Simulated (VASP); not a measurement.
Here is a VASP 6.6.1 calculation.

The input INCAR:

```
SYSTEM = TiSe
PREC = Accurate
ENCUT = 520
EDIFF = 1E-6
ISMEAR = 0
SIGMA = 0.05
LREAL = .False.
LASPH = .True.
NELM = 150
ALGO = Normal
ISIF = 2
LWAVE = .False.
LCHARG = .True.
ISPIN = 2
MAGMOM = 0.77 0
LORBIT = 11
LMAXMIX = 4
GGA = PS
LELF = .True.
LVHAR = .True.
NBANDS = 20
```

The input KPOINTS:

```
Automatic mesh
0
Gamma
  10 10 10
  0 0 0
```

POSCAR

```
TiSe
1.0
    0.0000000000      2.8532082358      2.8532082358
    2.8532082358      0.0000000000      2.8532082358
    2.8532082358      2.8532082358      0.0000000000
Ti Se
1 1
Direct
    0.0000000000      0.0000000000      0.0000000000
    0.2500000000      0.2500000000      0.2500000000
```

Potentials or basis: VASP PAW PBE potentials, release 64 (Ti_sv, Se).

Command:

```bash
$ cat potpaw_PBE.64/Ti_sv/POTCAR potpaw_PBE.64/Se/POTCAR > POTCAR
$ mpirun -np 1 vasp_std > vasp.out
```

What does it give for the net moment?

0.97 μB per cell.

Predict the pressure.

0.0 GPa.

Caveat: the PAW data sets were made with another functional, which shifts forces and pressure a little.
